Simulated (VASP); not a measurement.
# AlN (Cm) in VASP: notebook

AlN is run at these levels: PBE; tasks: single point.

All numbers are computed with VASP 6.6.1; they aren't measurements. Logs are shortened: lines on timing, memory, paths and dates and some standing lists are left out, and cuts for length are marked.

**1. The cell of the first run**

The structure is monoclinic, space group Cm (No. 8). The conventional cell has a = 5.350 Å, b = 3.089 Å, c = 3.089 Å, α = 90.00°, β = 125.26°, γ = 90.00°. Within 2.3 Å of Al (site symmetry m) lie 4 N at 1.73 to 2.06 Å. Within 2.3 Å of N (site symmetry m) lie 4 Al at 1.73 to 2.06 Å.

**2. Single point, PBE (all Al atoms moved -0.200 Å, as atom 1 along Cartesian [1 -1 0])**

Input file INCAR:

```
SYSTEM = AlN
  PREC = Accurate
  ENCUT = 520
  EDIFF = 1E-6
  ISMEAR = 0
  SIGMA = 0.05
  LREAL = .FALSE.
  LASPH = .TRUE.
  NELM = 60
  ALGO = Normal
  ISIF = 2
  LWAVE = .FALSE.
  LCHARG = .FALSE.
  GGA = PE
  NBANDS = 11
```

Input file KPOINTS:

```
regular mesh
0
G
  10 10 10
  0 0 0
```

Input file POSCAR:

```
AlN
1.0
    0.0000000000      2.1839935596      2.1839935596
    2.1839935596      0.0000000000      2.1839935596
    2.1839935596      2.1839935596      0.0000000000
Al N
1 1
Direct
    0.0647535592     -0.0647535592      0.0000000000
    0.7500000000      0.7500000000      0.7500000000
```

Potentials or basis: VASP PAW PBE potentials, release 64 (Al, N).

Command:

```
$ cat potpaw_PBE.64/Al/POTCAR potpaw_PBE.64/N/POTCAR > POTCAR
$ mpirun -np 1 vasp_std > vasp.out
```

OUTCAR:

```text
SYSTEM = AlN
   PREC = Accurate
   ENCUT = 520
   EDIFF = 1E-6
   ISMEAR = 0
   LREAL = .FALSE.
   LASPH = .TRUE.
   NELM = 60
   ISIF = 2
   GGA = PE

 ion  position               nearest neighbor table
   1  0.065  0.935  0.000-   2 1.73   2 1.90   2 1.90   2 2.06
   2  0.750  0.750  0.750-   1 1.73   1 1.90   1 1.90   1 2.06

  LATTYP: Found a face centered cubic cell.
 ALAT       =     4.3679871192

  Lattice vectors:

 A1 = (   0.0000000000,   2.1839935596,   2.1839935596)
 A2 = (   2.1839935596,   0.0000000000,   2.1839935596)
 A3 = (   2.1839935596,   2.1839935596,   0.0000000000)

Analysis of symmetry for initial positions (statically):
=====================================================================
 Subroutine PRICEL returns:
 Original cell was already a primitive cell.

 Routine SETGRP: Setting up the symmetry group for a
 face centered cubic supercell.

 Subroutine GETGRP returns: Found  2 space group operations
 (whereof  2 operations were pure point group operations)
 out of a pool of 48 trial point group operations.

The static configuration has the point symmetry C_1h.

Analysis of symmetry for dynamics (positions and initial velocities):
=====================================================================
 Subroutine PRICEL returns:
 Original cell was already a primitive cell.

 Routine SETGRP: Setting up the symmetry group for a
 face centered cubic supercell.

 Subroutine GETGRP returns: Found  2 space group operations
 (whereof  2 operations were pure point group operations)
 out of a pool of 48 trial point group operations.

The dynamic configuration has the point symmetry C_1h.

 Subroutine INISYM returns: Found  2 space group operations
 (whereof  2 operations are pure point group operations),
 and found     1 'primitive' translations

----------------------------------------------------------------------------------------

                                     Primitive cell

  volume of cell :      20.8345

  direct lattice vectors                    reciprocal lattice vectors
     0.000000000  2.183993560  2.183993560    -0.228938404  0.228938404  0.228938404
     2.183993560  0.000000000  2.183993560     0.228938404 -0.228938404  0.228938404
     2.183993560  2.183993560  0.000000000     0.228938404  0.228938404 -0.228938404

  length of vectors
     3.088633312  3.088633312  3.088633312     0.396532948  0.396532948  0.396532948

  position of ions in fractional coordinates (direct lattice)
     0.064753559  0.935246441  0.000000000
     0.750000000  0.750000000  0.750000000

  ion indices of the primitive-cell ions
   primitive index   ion index
                 1           1
                 2           2

----------------------------------------------------------------------------------------

 KPOINTS: regular mesh

Automatic generation of k-mesh.
 Grid dimensions read from file:
 generate k-points for:   10   10   10

 Generating k-lattice:

  Cartesian coordinates                     Fractional coordinates (reciprocal lattice)
    -0.022893840  0.022893840  0.022893840     0.100000000  0.000000000  0.000000000
     0.022893840 -0.022893840  0.022893840     0.000000000  0.100000000  0.000000000
     0.022893840  0.022893840 -0.022893840     0.000000000  0.000000000  0.100000000

  Length of vectors
     0.039653295  0.039653295  0.039653295

  Shift w.r.t. Gamma in fractional coordinates (k-lattice)
     0.000000000  0.000000000  0.000000000

 Subroutine IBZKPT returns following result:
 ===========================================

 Found    282 irreducible k-points:

 Following reciprocal coordinates:
            Coordinates               Weight
  0.000000  0.000000  0.000000      1.000000
  0.100000  0.000000  0.000000      2.000000
  0.000000  0.100000  0.000000      2.000000
  0.000000  0.000000  0.100000      4.000000
  0.200000  0.000000  0.000000      2.000000
  0.000000  0.200000  0.000000      2.000000
[... 16 lines left out ...]
  0.200000  0.100000  0.200000      4.000000
  0.100000  0.200000  0.000000      2.000000
 [... further k-points ...]
   k-points           NKPTS =    282   k-points in BZ     NKDIM =    282   number of bands    NBANDS=     11
   number of dos      NEDOS =    301   number of ions     NIONS =      2
   total plane-waves  NPLWV =  13824
   dimension x,y,z NGX =    24 NGY =   24 NGZ =   24
   dimension x,y,z NGXF=    48 NGYF=   48 NGZF=   48
   ions per type =               1   1
   NGX,Y,Z   is equivalent  to a cutoff of  12.92, 12.92, 12.92 a.u.
   NGXF,Y,Z  is equivalent  to a cutoff of  25.84, 25.84, 25.84 a.u.
 SYSTEM =  AlN
   PREC   = accura    normal or accurate (medium, high low for compatibility)
   ISTART =      0    job   : 0-new  1-cont  2-samecut
   ICHARG =      2    charge: 1-file 2-atom 10-const
   ISPIN  =      1    spin polarized calculation?
   LNONCOLLINEAR =      F non collinear calculations
   LSORBIT =      F    spin-orbit coupling
   LASPH  =      T    aspherical Exc in radial PAW
   ENCUT  =  520.0 eV  38.22 Ry    6.18 a.u.   5.74  5.74  5.74*2*pi/ulx,y,z
   NELM   =     60;   NELMIN=  2; NELMDL= -5     # of ELM steps
   EDIFF  = 0.1E-05   stopping-criterion for ELM
   LREAL  =      F    real-space projection
   EDIFFG = 0.1E-04   stopping-criterion for IOM
   NSW    =      0    number of steps for IOM
   IBRION =     -1    ionic relax: 0-MD 1-quasi-New 2-CG
   NFREE  =      0    steps in history (QN), initial steepest desc. (CG)
   ISIF   =      2    stress and relaxation
   ISYM   =      2    0-nonsym 1-usesym 2-fastsym
   POTIM  = 0.5000    time-step for ionic-motion
   TEBEG  =    0.0;   TEEND  =   0.0 temperature during run
   PSTRESS=    0.0 pullay stress
   NELECT =       8.0000    total number of electrons
   NUPDOWN=      -1.0000    fix difference up-down
   EMIN   =  10.00;   EMAX   =-10.00  energy-range for DOS
   EFERMI =   0.00;   METHOD = LEGACY
   ISMEAR =     0;   SIGMA  =   0.05  broadening in eV -4-tet -1-fermi 0-gaus
   EFERMI_NEDOS =   21; number of points for ismear=-14 and -15
   IALGO  =     38    algorithm
   IMIX   =      4    mixing-type and parameters
     AMIX     =   0.40;   BMIX     =  1.00
     AMIX_MAG =   1.60;   BMIX_MAG =  1.00
  volume/ion in A,a.u.               =      10.42        70.30
  Fermi-wavevector in a.u.,A,eV,Ry     =   1.189899  2.248583 19.263943  1.415860
  Thomas-Fermi vector in A             =   2.325996
   LORBIT       =      0    0 simple, 1 ext, 2 COOP (PROOUT), +10 PAW based schemes
   GGA     = PE    functional components
   LHFCALC =     F    Hartree Fock is set to
   AEXX    =    0.0000 exact exchange contribution
   IVDW    =     0    specifies the selected vdW correction
   LEPSILON=     F    determine dielectric tensor
   LRPA    =     F    only Hartree local field effects (RPA)
 non-spin polarized calculation
 Gauss-broadening in eV      SIGMA  =   0.05
  energy-cutoff  :      520.00
  volume of cell :       20.83
 maximum number of plane-waves:       571
   NGX = 11   NGY = 11   NGZ = 11

 number of electron       8.0000000 magnetization

 Free energy of the ion-electron system (eV)
  ---------------------------------------------------
  ext. energy  EPLUGINS =         0.00000000
  ---------------------------------------------------
  free energy    TOTEN  =       -14.53643837 eV

  energy without entropy =      -14.53643837  energy(sigma->0) =      -14.53643837

 E-fermi :   6.6931     XC(G=0): -10.9296

 val. band max:        6.4472970786   @ k =   0.0000   0.0000   0.0000
 cond. band min:       9.2482975911   @ k =   0.5000   0.5000   0.0000
 fundamental gap:      2.8010005125
 Fermi energy:         6.6931135740

 k-point     1 :       0.0000    0.0000    0.0000
  band No.  band energies     occupation
      1      -9.0258      2.00000
      2       5.4305      2.00000
      3       5.9570      2.00000
      4       6.4473      2.00000
      5      10.0729      0.00000
      6      18.4990      0.00000
      7      18.5010      0.00000
      8      18.6456      0.00000
      9      23.4493      0.00000
     10      23.5300      0.00000
     11      24.4480      0.00000

 k-point     2 :       0.1000    0.0000    0.0000
  band No.  band energies     occupation
      1      -8.8782      2.00000
      2       4.7266      2.00000
      3       5.9087      2.00000
      4       6.3749      2.00000
      5      10.6480      0.00000
      6      18.0720      0.00000
      7      18.7234      0.00000
      8      18.8102      0.00000
      9      22.0989      0.00000
     10      22.2033      0.00000
     11      24.6954      0.00000

 k-point     3 :       0.0000    0.1000    0.0000
  band No.  band energies     occupation
      1      -8.8818      2.00000
      2       5.2802      2.00000
      3       5.6495      2.00000
      4       5.9055      2.00000
      5      10.8256      0.00000
      6      18.0261      0.00000
      7      18.5326      0.00000
      8      18.8204      0.00000
      9      22.5758      0.00000
     10      22.6054      0.00000
     11      23.8554      0.00000

 k-point     4 :       0.0000    0.0000    0.1000
  band No.  band energies     occupation
      1      -8.8799      2.00000
      2       5.0013      2.00000
      3       5.5885      2.00000
      4       6.3412      2.00000
      5      10.7289      0.00000
      6      17.8646      0.00000
      7      18.6230      0.00000
      8      19.0140      0.00000
      9      22.3266      0.00000
     10      22.4613      0.00000
     11      24.2353      0.00000
[... 239 lines left out ...]
 k-point    22 :       0.1000    0.1000   -0.1000
  band No.  band energies     occupation
      1      -8.5061      2.00000
      2       3.8807      2.00000
      3       5.3965      2.00000
      4       5.8964      2.00000
      5      11.7949      0.00000
      6      17.0620      0.00000
      7      18.2176      0.00000
      8      19.3572      0.00000
      9      20.0713      0.00000
     10      23.6513      0.00000
     11      24.9793      0.00000

 k-point    23 :       0.2000    0.1000    0.2000
  band No.  band energies     occupation
      1      -8.5047      2.00000
      2       3.8509      2.00000
      3       5.2307      2.00000
      4       6.1207      2.00000
      5      11.7634      0.00000
      6      17.1024      0.00000
      7      18.2710      0.00000
      8      19.2477      0.00000
      9      20.2125      0.00000
     10      23.4521      0.00000
     11      24.8553      0.00000

 k-point    24 :       0.1000    0.2000    0.0000
  band No.  band energies     occupation
      1      -8.5115      2.00000
      2       4.2093      2.00000
      3       5.2756      2.00000
      4       5.5503      2.00000
      5      11.9427      0.00000
      6      17.0313      0.00000
      7      18.3903      0.00000
      8      18.7405      0.00000
      9      20.5558      0.00000
     10      24.0616      0.00000
     11      24.6899      0.00000

 [... further k-points ...]

------------------------ aborting loop because EDIFF is reached ----------------------------------------

  FORCE on cell =-STRESS in cart. coord.  units (eV):
  Direction    XX          YY          ZZ          XY          YZ          ZX
  --------------------------------------------------------------------------------------
  -------------------------------------------------------------------------------------
  Total        1.0725661      1.0725661      1.6513711     -0.7552957      1.4747732     -1.4747732
  in kB       82.4803690     82.4803690    126.9904893    -58.0822653    113.4101062   -113.4101068
  external PRESSURE =      97.3170757 kB  Pullay stress =       0.0000000 kB

 VOLUME and BASIS-vectors are now :
 -----------------------------------------------------------------------------
  energy-cutoff  :      520.00
  volume of cell :       20.83
      direct lattice vectors                 reciprocal lattice vectors
     0.000000000  2.183993560  2.183993560    -0.228938404  0.228938404  0.228938404
     2.183993560  0.000000000  2.183993560     0.228938404 -0.228938404  0.228938404
     2.183993560  2.183993560  0.000000000     0.228938404  0.228938404 -0.228938404

 POSITION                                       TOTAL-FORCE (eV/Angst)
 -----------------------------------------------------------------------------------
      2.04257      0.14142      2.18399         2.222720     -2.222720     -1.273782
      3.27599      3.27599      3.27599        -2.222720      2.222720      1.273782
 -----------------------------------------------------------------------------------
    total drift:                               -0.000465      0.000465      0.000215

  FREE ENERGIE OF THE ION-ELECTRON SYSTEM (eV)
  ---------------------------------------------------
  free  energy   TOTEN  =       -14.5364383734 eV

  energy  without entropy=      -14.5364383734  energy(sigma->0) =      -14.53643837
```

Wall time 70 s (1 thread of AMD EPYC 7R13, shared host); peak memory 0.15 GiB.

What came out:

- Free energy: -14.5364 eV
- Pressure: 9.7 GPa
- Largest force: 3.392 eV/Å
- Band gap on the k mesh: 2.80 eV (least direct gap 3.63 eV)

Forces in eV/Å, atoms in the order of the input:
```
Al   2.223 -2.223 -1.274
N   -2.223  2.223  1.274
```

Levels at points of the mesh, in eV from the valence-band top:
```tsv
k point	band 2	band 3	band 4	band 5	band 6	band 7
(0.00, 0.00, 0.00)	-1.02	-0.49	0.00	3.63	12.05	12.05
(0.50, 0.00, 0.00)	-6.53	-0.94	-0.56	6.66	9.10	10.66
(0.00, 0.50, 0.00)	-6.11	-1.42	-0.97	6.98	9.43	10.40
(0.00, 0.00, 0.50)	-6.34	-1.32	-0.60	6.74	9.26	10.45
(0.50, 0.50, 0.00)	-5.41	-2.24	-2.17	2.80	7.89	13.22
(0.00, 0.50, 0.50)	-5.39	-2.50	-2.00	2.84	8.03	13.23
```

Caveat: the cell differs from its parent crystal (all Al atoms moved -0.200 Å, as atom 1 along Cartesian [1 -1 0]); the cell stands under pressure; forces of over 1 eV/Å act on the atoms, so gaps and moduli don't describe the material at rest. A k mesh can miss the band edges.

**3. Single point, PBE (all Al atoms moved +0.150 Å, as atom 1 along Cartesian [1 -1 0])**

Input file INCAR:

```
PREC = Accurate ; ENCUT = 520
EDIFF = 1E-6 ; ISMEAR = 0
SIGMA = 0.05 ; LREAL = False
LASPH = True ; NELM = 80
ALGO = Normal ; ISIF = 2
LWAVE = False ; LCHARG = True
GGA = PE ; LELF = True
LVHAR = True ; NBANDS = 11
```

Input file KPOINTS:

```
regular mesh
0
Gamma
  10 10 10
```

Changes to POSCAR since step 2:

```diff
@@ -8,3 +8,3 @@
 Direct
-    0.0647535592     -0.0647535592      0.0000000000
+   -0.0485651694      0.0485651694      0.0000000000
     0.7500000000      0.7500000000      0.7500000000
```

Potentials or basis: VASP PAW PBE potentials, release 64 (Al, N).

Command:

```
$ cat potpaw_PBE.64/Al/POTCAR potpaw_PBE.64/N/POTCAR > POTCAR
$ mpirun -np 1 vasp_std > vasp.out
```

OUTCAR:

```text
PREC = Accurate
   ENCUT = 520
   EDIFF = 1E-6
   ISMEAR = 0
   LREAL = False
   LASPH = True
   NELM = 80
   ISIF = 2
   GGA = PE

 ion  position               nearest neighbor table
   1  0.951  0.049  0.000-   2 1.77   2 1.90   2 1.90   2 2.02
   2  0.750  0.750  0.750-   1 1.77   1 1.90   1 1.90   1 2.02

  LATTYP: Found a face centered cubic cell.
 ALAT       =     4.3679871192

  Lattice vectors:

 A1 = (   0.0000000000,   2.1839935596,   2.1839935596)
 A2 = (   2.1839935596,   0.0000000000,   2.1839935596)
 A3 = (   2.1839935596,   2.1839935596,   0.0000000000)

Analysis of symmetry for initial positions (statically):
=====================================================================
 Subroutine PRICEL returns:
 Original cell was already a primitive cell.

 Routine SETGRP: Setting up the symmetry group for a
 face centered cubic supercell.

 Subroutine GETGRP returns: Found  2 space group operations
 (whereof  2 operations were pure point group operations)
 out of a pool of 48 trial point group operations.

The static configuration has the point symmetry C_1h.

Analysis of symmetry for dynamics (positions and initial velocities):
[... 163 lines left out ...]
 fundamental gap:      2.9247323140
 Fermi energy:         6.5754540902

 k-point     1 :       0.0000    0.0000    0.0000
  band No.  band energies     occupation
      1      -9.0195      2.00000
      2       5.5637      2.00000
      3       5.9628      2.00000
      4       6.3403      2.00000
      5      10.1129      0.00000
      6      18.4997      0.00000
      7      18.5121      0.00000
      8      18.6087      0.00000
      9      23.5270      0.00000
     10      23.5854      0.00000
     11      24.5675      0.00000
[... 309 lines left out ...]
 k-point    24 :       0.1000    0.2000    0.0000
  band No.  band energies     occupation
      1      -8.4953      2.00000
      2       3.7294      2.00000
      3       5.5600      2.00000
      4       6.0054      2.00000
      5      11.7325      0.00000
      6      17.1721      0.00000
      7      18.5255      0.00000
      8      19.1253      0.00000
      9      19.9435      0.00000
     10      23.2093      0.00000
     11      25.2605      0.00000

 [... further k-points ...]
[... 5 lines left out ...]
  --------------------------------------------------------------------------------------
  -------------------------------------------------------------------------------------
  Total        0.8657590      0.8657590      1.1749776     -0.4289153     -1.0535685      1.0535685
  in kB       66.5768972     66.5768972     90.3558148    -32.9836021    -81.0194536     81.0194540
  external PRESSURE =      74.5032031 kB  Pullay stress =       0.0000000 kB

 VOLUME and BASIS-vectors are now :
 -----------------------------------------------------------------------------
  energy-cutoff  :      520.00
  volume of cell :       20.83
      direct lattice vectors                 reciprocal lattice vectors
     0.000000000  2.183993560  2.183993560    -0.228938404  0.228938404  0.228938404
     2.183993560  0.000000000  2.183993560     0.228938404 -0.228938404  0.228938404
     2.183993560  2.183993560  0.000000000     0.228938404  0.228938404 -0.228938404

 POSITION                                       TOTAL-FORCE (eV/Angst)
 -----------------------------------------------------------------------------------
      0.10607      2.07793      2.18399        -1.619575      1.619575     -0.706727
      3.27599      3.27599      3.27599         1.619575     -1.619575      0.706727
 -----------------------------------------------------------------------------------
    total drift:                                0.000370     -0.000370      0.000127

  FREE ENERGIE OF THE ION-ELECTRON SYSTEM (eV)
  ---------------------------------------------------
  free  energy   TOTEN  =       -14.6719790720 eV

  energy  without entropy=      -14.6719790720  energy(sigma->0) =      -14.67197907
```

stdout:

```text
POSCAR found type information on POSCAR AlN
 POSCAR found :  2 types and       2 ions
 scaLAPACK will be used
 LDA part: xc-table for (Slater+PW92), standard interpolation
 POSCAR, INCAR and KPOINTS ok, starting setup
 FFT: planning ... GRIDC
 FFT: planning ... GRID_SOFT
 FFT: planning ... GRID
 WAVECAR not read
 entering main loop
```

Wall time 90 s (1 thread of AMD EPYC 7R13, shared host); peak memory 0.15 GiB.

What came out:

```yaml
Free_energy: -14.6720 eV
Pressure: 7.5 GPa
Largest_force: 2.397 eV/Å
Band_gap_on_the_k_mesh: 2.92 eV (least direct gap 3.77 eV)
```

Forces in eV/Å, atoms in the order of the input:
```
Al  -1.620  1.620 -0.707
N    1.620 -1.620  0.707
```

Stress tensor (GPa, compression positive):
```
 6.66 -3.30  8.10
-3.30  6.66 -8.10
 8.10 -8.10  9.04
```

Levels at points of the mesh, in eV from the valence-band top:
```csv
k point,band 1,band 2,band 3,band 4,band 5,band 6,band 7,band 8,band 9
"(0.00, 0.00, 0.00)",-15.36,-0.78,-0.38,0.00,3.77,12.16,12.17,12.27,17.19
"(0.50, 0.00, 0.00)",-13.35,-6.06,-1.20,-0.86,7.08,9.55,10.57,10.86,17.41
"(0.00, 0.50, 0.00)",-13.29,-6.38,-0.84,-0.54,6.84,9.30,10.76,10.98,17.46
"(0.00, 0.00, 0.50)",-13.32,-6.23,-1.13,-0.57,6.92,9.42,10.60,11.04,17.42
"(0.50, 0.50, 0.00)",-12.68,-5.29,-2.14,-2.09,2.92,8.10,13.44,15.41,15.48
"(0.00, 0.50, 0.50)",-12.69,-5.28,-2.34,-1.95,2.95,8.18,13.44,15.34,15.46
```

Caveat: the cell differs from its parent crystal (all Al atoms moved +0.150 Å, as atom 1 along Cartesian [1 -1 0]); the cell stands under pressure; forces of over 1 eV/Å act on the atoms, so gaps and moduli don't describe the material at rest. A k mesh can miss the band edges.

(Part 1 of 2 ends here.)
